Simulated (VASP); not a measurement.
A run of VASP 6.6.1:

The input INCAR:

```
ALGO = Normal ; EDIFF = 1E-6
ENCUT = 520 ; GGA = PE
ISIF = 2 ; ISMEAR = 0
ISPIN = 2 ; IVDW = 12
LASPH = T ; LCHARG = F
LORBIT = 11 ; LREAL = Auto
LWAVE = F ; MAGMOM = 0 0 0 0 0 0 0 0 0 0 0 0 0 0 0 0 1
NBANDS = 52 ; NELM = 150
PREC = Accurate ; SIGMA = 0.05
```

Contents of KPOINTS:

```
k-points
0
Gamma
  2 2 2
```

Contents of POSCAR:

```
Si16N
1.0
    0.0000000000      5.4300000000      5.4300000000
    5.4300000000      0.0000000000      5.4300000000
    5.4300000000      5.4300000000      0.0000000000
Si N
16 1
Direct
    0.0232814174     -0.0239373406     -0.0164378086
    0.0846920870      0.1368323725      0.1325002393
   -0.0167204692      0.0118265674      0.5054946562
    0.1179087287      0.1421637230      0.6142245516
   -0.0205044987      0.5106623898      0.0095635197
    0.1229094475      0.6093297075      0.1415668818
   -0.0207958008      0.5161602696      0.5144461920
    0.1118878638      0.6377743880      0.6356340942
    0.4581437937      0.0227186499     -0.0022913863
    0.6632859668      0.0271422512      0.1283862838
    0.4884521909      0.0520092357      0.4891579987
    0.6109080105      0.1561535238      0.6329125876
    0.4875148680      0.5000432785      0.0491292602
    0.6053380874      0.6552376304      0.1445706953
    0.4857197138      0.5312930222      0.5190878850
    0.6056350066      0.6506552100      0.6556070892
    0.5744172565      0.2343890712      0.2164999302
```

Potentials or basis: VASP PAW PBE potentials, release 64 (Si, N).

Run with:

```bash
$ cat potpaw_PBE.64/Si/POTCAR potpaw_PBE.64/N/POTCAR > POTCAR
$ mpirun -np 1 vasp_std > vasp.out
```

Hardware: 1 thread of Oxide Virtual Turin-like Processor (shared host).

Estimate the wall time of this run.

It took 21 min on 1 thread of Oxide Virtual Turin-like Processor, on a shared host, peak memory 0.68 GiB. Counts: scf iterations 17, k points 8.
